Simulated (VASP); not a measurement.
# Li2S (Fm-3m) in VASP: single point with PBE

Aim: the single point of Li2S with PBE.

Everything below comes from runs of VASP 6.6.1. Logs are shortened: lines on timing, memory, paths and dates and some standing lists are left out, and cuts for length are marked.

### 1 The cell of the first run

The structure is cubic, space group Fm-3m (No. 225). The conventional cell has a = 5.689 Å, b = 5.689 Å, c = 5.689 Å, α = 90.00°, β = 90.00°, γ = 90.00°. Within 3.3 Å of S (site symmetry m-3m) lie 8 Li at 2.46 Å. Li (site symmetry -43m) has 4 S at 2.46 Å and 6 Li at 2.84 Å within 3.3 Å.

### 2 Single point, PBE

INCAR

```
SYSTEM = Li2S
PREC     = Accurate       ! precision mode
ENCUT    = 750            ! plane-wave cutoff, eV
EDIFF    = 1E-6           ! SCF threshold, eV
ISMEAR   = 0              ! smearing method
SIGMA    = 0.01           ! smearing width, eV
LREAL    = .False.        ! projectors in reciprocal space
LASPH    = .True.         ! aspherical terms in the spheres
NELM     = 120            ! most SCF steps
ALGO     = Normal         ! electronic algorithm
ISIF     = 2              ! what is computed and relaxed
LWAVE    = .False.        ! write WAVECAR
LCHARG   = .False.        ! write CHGCAR
GGA      = PE             ! functional
NBANDS   = 13             ! bands
GGA_COMPAT= .False.
```

KPOINTS

```
Automatic mesh
0
Gamma
  4 4 4
  0 0 0
```

POSCAR

```
Li2S
1.0
    0.0000000000      2.8445000000      2.8445000000
    2.8445000000      0.0000000000      2.8445000000
    2.8445000000      2.8445000000      0.0000000000
S Li
1 2
Direct
    0.0000000000      0.0000000000      0.0000000000
    0.7500000000      0.7500000000      0.7500000000
    0.2500000000      0.2500000000      0.2500000000
```

Potentials or basis: VASP PAW PBE potentials, release 64 (S, Li_sv).

On the command line:

```bash
cat potpaw_PBE.64/S/POTCAR potpaw_PBE.64/Li_sv/POTCAR > POTCAR
mpirun -np 1 vasp_std > vasp.out
```

OUTCAR:

```text
SYSTEM = Li2S
   PREC = Accurate
   ENCUT = 750
   EDIFF = 1E-6
   ISMEAR = 0
   LREAL = .False.
   LASPH = .True.
   NELM = 120
   ISIF = 2
   GGA = PE

 ion  position               nearest neighbor table
   1  0.000  0.000  0.000-   2 2.46   2 2.46   2 2.46   2 2.46   3 2.46   3 2.46   3 2.46   3 2.46

   2  0.750  0.750  0.750-   1 2.46   1 2.46   1 2.46   1 2.46
   3  0.250  0.250  0.250-   1 2.46   1 2.46   1 2.46   1 2.46

  LATTYP: Found a face centered cubic cell.
 ALAT       =     5.6890000000

  Lattice vectors:

 A1 = (   0.0000000000,   2.8445000000,   2.8445000000)
 A2 = (   2.8445000000,   0.0000000000,   2.8445000000)
 A3 = (   2.8445000000,   2.8445000000,   0.0000000000)

Analysis of symmetry for initial positions (statically):
=====================================================================
 Subroutine PRICEL returns:
 Original cell was already a primitive cell.

 Routine SETGRP: Setting up the symmetry group for a
 face centered cubic supercell.

 Subroutine GETGRP returns: Found 48 space group operations
 (whereof 48 operations were pure point group operations)
 out of a pool of 48 trial point group operations.

The static configuration has the point symmetry O_h .

Analysis of symmetry for dynamics (positions and initial velocities):
=====================================================================
 Subroutine PRICEL returns:
 Original cell was already a primitive cell.

 Routine SETGRP: Setting up the symmetry group for a
 face centered cubic supercell.

 Subroutine GETGRP returns: Found 48 space group operations
 (whereof 48 operations were pure point group operations)
 out of a pool of 48 trial point group operations.

The dynamic configuration has the point symmetry O_h .

 Subroutine INISYM returns: Found 48 space group operations
 (whereof 48 operations are pure point group operations),
 and found     1 'primitive' translations

----------------------------------------------------------------------------------------

                                     Primitive cell

  volume of cell :      46.0307

  direct lattice vectors                    reciprocal lattice vectors
     0.000000000  2.844500000  2.844500000    -0.175777817  0.175777817  0.175777817
     2.844500000  0.000000000  2.844500000     0.175777817 -0.175777817  0.175777817
     2.844500000  2.844500000  0.000000000     0.175777817  0.175777817 -0.175777817

  length of vectors
     4.022730478  4.022730478  4.022730478     0.304456110  0.304456110  0.304456110

  position of ions in fractional coordinates (direct lattice)
     0.000000000  0.000000000  0.000000000
     0.750000000  0.750000000  0.750000000
     0.250000000  0.250000000  0.250000000

  ion indices of the primitive-cell ions
   primitive index   ion index
                 1           1
                 2           2
                 3           3

----------------------------------------------------------------------------------------

 KPOINTS: Automatic mesh

Automatic generation of k-mesh.
 Grid dimensions read from file:
 generate k-points for:    4    4    4

 Generating k-lattice:

  Cartesian coordinates                     Fractional coordinates (reciprocal lattice)
    -0.043944454  0.043944454  0.043944454     0.250000000  0.000000000  0.000000000
     0.043944454 -0.043944454  0.043944454     0.000000000  0.250000000  0.000000000
     0.043944454  0.043944454 -0.043944454     0.000000000  0.000000000  0.250000000

  Length of vectors
     0.076114027  0.076114027  0.076114027

  Shift w.r.t. Gamma in fractional coordinates (k-lattice)
     0.000000000  0.000000000  0.000000000

 Subroutine IBZKPT returns following result:
 ===========================================

 Found      8 irreducible k-points:

 Following reciprocal coordinates:
            Coordinates               Weight
  0.000000  0.000000  0.000000      1.000000
  0.250000  0.000000  0.000000      8.000000
  0.500000  0.000000  0.000000      4.000000
  0.250000  0.250000  0.000000      6.000000
  0.500000  0.250000  0.000000     24.000000
 -0.250000  0.250000  0.000000     12.000000
  0.500000  0.500000  0.000000      3.000000
 -0.250000  0.500000  0.250000      6.000000
   k-points           NKPTS =      8   k-points in BZ     NKDIM =      8   number of bands    NBANDS=     13
   number of dos      NEDOS =    301   number of ions     NIONS =      3
   total plane-waves  NPLWV =  46656
   dimension x,y,z NGX =    36 NGY =   36 NGZ =   36
   dimension x,y,z NGXF=    72 NGYF=   72 NGZF=   72
   ions per type =               1   2
   NGX,Y,Z   is equivalent  to a cutoff of  14.88, 14.88, 14.88 a.u.
   NGXF,Y,Z  is equivalent  to a cutoff of  29.76, 29.76, 29.76 a.u.
 SYSTEM =  Li2S
   PREC   = accura    normal or accurate (medium, high low for compatibility)
   ISTART =      0    job   : 0-new  1-cont  2-samecut
   ICHARG =      2    charge: 1-file 2-atom 10-const
   ISPIN  =      1    spin polarized calculation?
   LNONCOLLINEAR =      F non collinear calculations
   LSORBIT =      F    spin-orbit coupling
   LASPH  =      T    aspherical Exc in radial PAW
   ENCUT  =  750.0 eV  55.12 Ry    7.42 a.u.   8.98  8.98  8.98*2*pi/ulx,y,z
   NELM   =    120;   NELMIN=  2; NELMDL= -5     # of ELM steps
   EDIFF  = 0.1E-05   stopping-criterion for ELM
   LREAL  =      F    real-space projection
   EDIFFG = 0.1E-04   stopping-criterion for IOM
   NSW    =      0    number of steps for IOM
   IBRION =     -1    ionic relax: 0-MD 1-quasi-New 2-CG
   NFREE  =      0    steps in history (QN), initial steepest desc. (CG)
   ISIF   =      2    stress and relaxation
   ISYM   =      2    0-nonsym 1-usesym 2-fastsym
   POTIM  = 0.5000    time-step for ionic-motion
   TEBEG  =    0.0;   TEEND  =   0.0 temperature during run
   PSTRESS=    0.0 pullay stress
   NELECT =      12.0000    total number of electrons
   NUPDOWN=      -1.0000    fix difference up-down
   EMIN   =  10.00;   EMAX   =-10.00  energy-range for DOS
   EFERMI =   0.00;   METHOD = LEGACY
   ISMEAR =     0;   SIGMA  =   0.01  broadening in eV -4-tet -1-fermi 0-gaus
   EFERMI_NEDOS =   21; number of points for ismear=-14 and -15
   IALGO  =     38    algorithm
   IMIX   =      4    mixing-type and parameters
     AMIX     =   0.40;   BMIX     =  1.00
     AMIX_MAG =   1.60;   BMIX_MAG =  1.00
  volume/ion in A,a.u.               =      15.34       103.54
  Fermi-wavevector in a.u.,A,eV,Ry     =   1.045810  1.976294 14.880934  1.093718
  Thomas-Fermi vector in A             =   2.180621
   LORBIT       =      0    0 simple, 1 ext, 2 COOP (PROOUT), +10 PAW based schemes
   GGA     = PE    functional components
   LHFCALC =     F    Hartree Fock is set to
   AEXX    =    0.0000 exact exchange contribution
   IVDW    =     0    specifies the selected vdW correction
   LEPSILON=     F    determine dielectric tensor
   LRPA    =     F    only Hartree local field effects (RPA)
 non-spin polarized calculation
 Gauss-broadening in eV      SIGMA  =   0.01
  energy-cutoff  :      750.00
  volume of cell :       46.03
 maximum number of plane-waves:      2180
   NGX = 17   NGY = 17   NGZ = 17

 number of electron      11.9999998 magnetization

 Free energy of the ion-electron system (eV)
  ---------------------------------------------------
  ext. energy  EPLUGINS =         0.00000000
  ---------------------------------------------------
  free energy    TOTEN  =       -11.98646318 eV

  energy without entropy =      -11.98646318  energy(sigma->0) =      -11.98646318

 E-fermi :   1.5998     XC(G=0):  -8.5230

 val. band max:        1.4986938013   @ k =   0.0000   0.0000   0.0000
 cond. band min:       4.8819400405   @ k =   0.5000   0.5000   0.0000
 fundamental gap:      3.3832462392
 Fermi energy:         1.5998080478

 k-point     1 :       0.0000    0.0000    0.0000
  band No.  band energies     occupation
      1     -42.6732      2.00000
      2     -42.6299      2.00000
      3      -9.5380      2.00000
      4       1.4987      2.00000
      5       1.4987      2.00000
      6       1.4987      2.00000
      7       5.7900      0.00000
      8       7.7266      0.00000
      9       7.7266      0.00000
     10       7.7266      0.00000
     11      12.6873      0.00000
     12      12.6873      0.00000
     13      13.9459      0.00000

 k-point     2 :       0.2500    0.0000    0.0000
  band No.  band energies     occupation
      1     -42.6665      2.00000
      2     -42.6358      2.00000
      3      -9.3341      2.00000
      4      -0.1971      2.00000
      5       1.2186      2.00000
      6       1.2186      2.00000
      7       6.8884      0.00000
      8       8.2896      0.00000
      9       8.2896      0.00000
     10       8.9319      0.00000
     11      11.3565      0.00000
     12      11.3565      0.00000
     13      14.5304      0.00000

 k-point     3 :       0.5000    0.0000    0.0000
  band No.  band energies     occupation
      1     -42.6508      2.00000
      2     -42.6507      2.00000
      3      -9.1004      2.00000
      4      -1.3933      2.00000
      5       0.9879      2.00000
      6       0.9879      2.00000
      7       7.6204      0.00000
      8       8.0728      0.00000
      9       8.0728      0.00000
     10       9.9355      0.00000
     11      14.3301      0.00000
     12      14.3301      0.00000
     13      14.5563      0.00000
[... 49 lines left out ...]
 k-point     7 :       0.5000    0.5000    0.0000
  band No.  band energies     occupation
      1     -42.6577      2.00000
      2     -42.6433      2.00000
      3      -8.9732      2.00000
      4      -0.6790      2.00000
      5       0.0696      2.00000
      6       0.0696      2.00000
      7       4.8819      0.00000
      8       8.5910      0.00000
      9      12.6226      0.00000
     10      12.6226      0.00000
     11      13.6456      0.00000
     12      14.0039      0.00000
     13      14.0039      0.00000

 k-point     8 :      -0.2500    0.5000    0.2500
  band No.  band energies     occupation
      1     -42.6505      2.00000
      2     -42.6505      2.00000
      3      -8.9616      2.00000
      4      -0.3373      2.00000
      5      -0.3373      2.00000
      6      -0.2712      2.00000
      7       6.9797      0.00000
      8       8.8018      0.00000
      9      10.4032      0.00000
     10      10.4032      0.00000
     11      13.4512      0.00000
     12      13.4512      0.00000
     13      14.1611      0.00000

------------------------ aborting loop because EDIFF is reached ----------------------------------------

  FORCE on cell =-STRESS in cart. coord.  units (eV):
  Direction    XX          YY          ZZ          XY          YZ          ZX
  --------------------------------------------------------------------------------------
  -------------------------------------------------------------------------------------
  Total        0.0821019      0.0821019      0.0821019      0.0000000      0.0000000      0.0000000
  in kB        2.8576959      2.8576959      2.8576959      0.0000000      0.0000000      0.0000000
  external PRESSURE =       2.8576959 kB  Pullay stress =       0.0000000 kB

 VOLUME and BASIS-vectors are now :
 -----------------------------------------------------------------------------
  energy-cutoff  :      750.00
  volume of cell :       46.03
      direct lattice vectors                 reciprocal lattice vectors
     0.000000000  2.844500000  2.844500000    -0.175777817  0.175777817  0.175777817
     2.844500000  0.000000000  2.844500000     0.175777817 -0.175777817  0.175777817
     2.844500000  2.844500000  0.000000000     0.175777817  0.175777817 -0.175777817

 POSITION                                       TOTAL-FORCE (eV/Angst)
 -----------------------------------------------------------------------------------
      0.00000      0.00000      0.00000         0.000000      0.000000      0.000000
      4.26675      4.26675      4.26675         0.000000      0.000000      0.000000
      1.42225      1.42225      1.42225        -0.000000     -0.000000     -0.000000
 -----------------------------------------------------------------------------------
    total drift:                                0.000000      0.000000      0.000000

  FREE ENERGIE OF THE ION-ELECTRON SYSTEM (eV)
  ---------------------------------------------------
  free  energy   TOTEN  =       -11.9864631765 eV

  energy  without entropy=      -11.9864631765  energy(sigma->0) =      -11.98646318
```

Wall time 13 s (1 thread of Intel Xeon Platinum 8259CL at 2.50GHz (Skylake/Cascade Lake), shared host); peak memory 0.19 GiB.

What came out:

| Quantity | Value |
| --- | --- |
| Free energy | -11.9865 eV |
| Pressure | 0.3 GPa |
| Band gap on the k mesh | 3.38 eV, indirect (least direct gap 4.29 eV) |

Caveat: the k points lie up to 0.48 Å⁻¹ apart. A k mesh can miss the band edges.
